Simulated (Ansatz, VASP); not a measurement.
# Two plane-wave programs on Ca

File INCAR:

```
PREC = Accurate ; ENCUT = 520
EDIFF = 1E-7 ; ISMEAR = 0
SIGMA = 0.1 ; LREAL = False
LASPH = True ; NELM = 150
ALGO = Normal ; ISIF = 2
LWAVE = False ; LCHARG = True
ISPIN = 2 ; MAGMOM = 0 1 0 0
LORBIT = 11 ; LELF = True
LVHAR = True ; NBANDS = 32
```

Contents of KPOINTS:

```
Automatic mesh
0
Gamma
  6 6 1
```

The input POSCAR:

```
Ca
1.0
    3.9575547823      0.0000000000      0.0000000000
   -1.9787773911      3.4273429783      0.0000000000
    0.0000000000      0.0000000000     12.8694210400
Ca
4
Direct
    0.0000000000      0.0000000000      0.0000000000
    0.3333333333      0.6666666667      0.2500000000
    0.0000000000      0.0000000000      0.5000000000
    0.6666666667      0.3333333333      0.7500000000
```

Input for Ansatz:

```yaml
crystal:
  lattice:
    - [3.9575547823, 0.0, 0.0]
    - [-1.9787773911, 3.4273429783, 0.0]
    - [0.0, 0.0, 12.86942104]
  atoms:
    - { symbol: Ca, position: [0.0, 0.0, 0.0] }
    - { symbol: Ca, position: [0.3333333333, 0.6666666667, 0.25], spin: 1.0 }
    - { symbol: Ca, position: [0.0, 0.0, 0.5] }
    - { symbol: Ca, position: [0.6666666667, 0.3333333333, 0.75] }
basis:
  ecutwfc: 420
kpoints:
  mp_grid: { grid: [6, 6, 1] }
hamiltonian:
  xc: lda
scf:
  occupations: { method: gaussian, width: 0.1 }
  lower_state_search: "off"
output:
  forces: true
  stress: true
  eigenvalues: true
  populations: true
magnetization:
  spin_polarized: true
```

Alike in both runs: task single point; functional LDA; k mesh 6 × 6 × 1; occupations gaussian, width 0.1 eV; collinear spin.

```csv
,VASP,Ansatz
version,VASP 6.6.1,Ansatz 0.2.0
potentials or method,"VASP PAW LDA potentials, release 64 (Ca_sv), cutoff 520 eV","scalar-relativistic, plane waves, PAW"
valence electrons in the cell,40,40
```

Ansatz gave:

```
gap on the k mesh at the Fermi level (eV)                     : none
pressure (GPa)                                                : -2.0
traceless stress, the component that is largest in VASP (GPa) : 0.35
net moment per atom (μB)                                      : 0.21
size of the moment on the site where the two differ most (μB) : 0.11
```

Q: Which values does VASP return?

A: gap on the k mesh at the Fermi level (eV): none; pressure (GPa): -1.9; traceless stress, the component that is largest in VASP (GPa): 0.40; net moment per atom (μB): 0.09; size of the moment on the site where the two differ most (μB): 0.02.

The net moments are unlike, so the other rows may belong to different states. LDA's correlation is that of Perdew and Zunger in VASP and of Perdew and Wang (1992) in Ansatz. Site moments also hang on the region over which each program counts them. A gap of «none» marks a metal or a gap that the smearing closes.

The k mesh is coarse, so the values compare programs but aren't converged.
